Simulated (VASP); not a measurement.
A run of VASP 6.6.1:

The input INCAR:

```
SYSTEM = CoSn
PREC = Accurate
ENCUT = 600
EDIFF = 1E-7
ISMEAR = 0
SIGMA = 0.1
LREAL = .FALSE.
LASPH = .TRUE.
NELM = 100
ALGO = Fast
ISIF = 3
LWAVE = .FALSE.
LCHARG = .FALSE.
GGA = PE
IBRION = 2
NSW = 100
EDIFFG = -0.01
```

KPOINTS

```
Automatic mesh
0
G
  12 12 10
  0 0 0
```

POSCAR

```
CoSn
1.0
    4.3888085758      0.0000000000      0.0000000000
   -2.1944042879      3.8008197190      0.0000000000
    0.0000000000      0.0000000000      5.0285681485
Co Sn
2 2
Direct
    0.6666666667      0.3333333333      0.7500000000
    0.3333333333      0.6666666667      0.2500000000
    0.6666666667      0.3333333333      0.2500000000
    0.3333333333      0.6666666667      0.7500000000
```

Potentials or basis: VASP PAW PBE potentials, release 64 (Co, Sn_d).

The run is started by

```sh
$ cat potpaw_PBE.64/Co/POTCAR potpaw_PBE.64/Sn_d/POTCAR > POTCAR
$ mpirun -np 1 vasp_std > vasp.out
```

Hardware: 1 thread of AMD EPYC 9R45 96-Core Processor (Zen 5), with other jobs on the host.

Question: Estimate the wall time of this run.

Answer: Run time: 9.3 min on 1 thread of AMD EPYC 9R45 96-Core Processor (Zen 5), with other jobs on the host, peak memory 0.41 GiB. Counts: scf iterations 36, k points 114, ion steps 3.
